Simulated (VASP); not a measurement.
Write the native input for VASP 6.6.1 that does the following.

```yaml
Task: single point
Functional: PBE
Potentials_or_basis: VASP PAW PBE potentials, release 64 (Mg, Be, Se, O)
Cutoff: 520 eV
k_mesh: 4 × 4 × 4
Occupations: gaussian, width 0.1 eV
Spin: collinear spin, ferromagnetic start
Starting_moments: "[0.0, 0.0, 0.0, 0.0, 1.0, 1.0] μB"
Dipole_correction: no
Further_INCAR_settings: ALGO = Normal; EDIFF = 1e-07; NBANDS = 25
```

The structure of Mg2BeSeO2 lies in POSCAR:

```
Mg2BeSeO2
1.0
    2.6326256180     -6.2007882949      0.0000000000
    2.6326256180      6.2007882949      0.0000000000
    0.0000000000      0.0000000000      2.8642163027
Mg Be Se O
2 1 1 2
Direct
    0.7792434865      0.2207565135      0.0000000000
    0.2207565135      0.7792434865      0.0000000000
    0.5000000000      0.5000000000      0.5000000000
    0.0000000000      0.0000000000      0.0000000000
    0.5000000000      0.0000000000      0.5000000000
    0.0000000000      0.5000000000      0.5000000000
```

The input as run:

INCAR

```
SYSTEM = Mg2BeSeO2
PREC = Accurate
ENCUT = 520
EDIFF = 1E-7
ISMEAR = 0
SIGMA = 0.1
LREAL = .False.
LASPH = .True.
NELM = 150
ALGO = Normal
ISIF = 2
LWAVE = .False.
LCHARG = .False.
ISPIN = 2
MAGMOM = 0 0 0 0 1 1
LORBIT = 11
GGA = PE
NBANDS = 25
```

KPOINTS

```
regular mesh
0
Gamma
  4 4 4
  0 0 0
```

Potentials or basis: VASP PAW PBE potentials, release 64 (Mg, Be, Se, O).

Run with:

```sh
$ cat potpaw_PBE.64/Mg/POTCAR potpaw_PBE.64/Be/POTCAR potpaw_PBE.64/Se/POTCAR potpaw_PBE.64/O/POTCAR > POTCAR
$ mpirun -np 1 vasp_std > vasp.out
```

It gave:

| Item | Value |
| --- | --- |
| Pressure | -0.2 GPa |
| Largest force | 0.024 eV/Å |
| Net moment | -0.14 μB per cell |
| Site moments | Mg +0.00; Be +0.01; Se -0.00; O -0.07 μB |
| Valence electrons inside the program's atomic spheres | Mg 0.44; Be 0.55; Se 3.75; O 5.07 |

Caveat: the k points lie up to 0.55 Å⁻¹ apart.

Run time: 2.1 min on 1 thread of Intel(R) Xeon(R) 6975P-C (Granite Rapids), on a shared host, peak memory 0.33 GiB.
